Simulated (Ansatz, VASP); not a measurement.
# One calculation of GaP, two programs

```
Ga P
1.0
     0.00000    2.50723    2.72525
     2.50723    0.00000    2.72525
     2.50723    2.50723    0.00000
Ga P
1 1
Direct
  0.00000 0.00000 0.00000
  0.75000 0.75000 0.75000
```

Change from the starting cell: strain -0.080 along x and y, +0.000 along z, atoms carried along.

Alike in both runs: task single point; functional PBEsol; k mesh 8 × 8 × 8; occupations gaussian, width 0.05 eV; no spin polarisation.

|  | VASP | Ansatz |
| --- | --- | --- |
| version | VASP 6.6.1 | Ansatz 0.2.0 |
| potentials or method | VASP PAW PBE potentials, release 64 (Ga_d, P), cutoff 520 eV | scalar-relativistic, plane waves, PAW |
| valence electrons in the cell | 18 | 18 |

|  | VASP | Ansatz | Ansatz less VASP |
| --- | --- | --- | --- |
| gap on the k mesh at the Fermi level (eV) | 0.71 | 0.70 | -0.004 |
| least direct gap on the mesh (eV) | 2.79 | 2.78 | -0.007 |
| pressure (GPa) | 18.8 | 19.0 | +0.21 |
| traceless stress, the component that is largest in VASP (GPa) | -4.80 | -4.77 | +0.030 |

VASP's potentials were made for PBE, not for PBEsol. With one functional, cell and mesh, what is left measures potentials, basis and numerics.
